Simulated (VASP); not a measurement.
A run of VASP 6.6.1 is set up as follows.

Contents of INCAR:

```
SYSTEM = Nb
PREC = Accurate ; ENCUT = 520
EDIFF = 1E-8 ; ISMEAR = -1
SIGMA = 0.03 ; LREAL = .False.
LASPH = .True. ; NELM = 60
ALGO = Normal ; ISIF = 2
LWAVE = .False. ; LCHARG = .False.
GGA = PS ; LEFG = .True.
NBANDS = 12
```

File KPOINTS:

```
Automatic mesh
0
Gamma
  15 15 15
  0 0 0
```

File POSCAR:

```
Nb
1.0
   -1.6639500000      1.6639500000      1.6639500000
    1.6639500000     -1.6639500000      1.6639500000
    1.6639500000      1.6639500000     -1.6639500000
Nb
1
Direct
    0.0000000000      0.0000000000      0.0000000000
```

Potentials or basis: VASP PAW PBE potentials, release 64 (Nb_sv).

Command:

```console
$ cat potpaw_PBE.64/Nb_sv/POTCAR > POTCAR
$ mpirun -np 1 vasp_std > vasp.out
```

**Question.** Estimate the pressure.

**Answer.** -8.6 GPa.

Caveat: without QUAD_EFG the Cq values of the log hold for a quadrupole moment of 1 mb, not for the nuclei; the PAW data sets were made with another functional, which shifts forces and pressure a little.
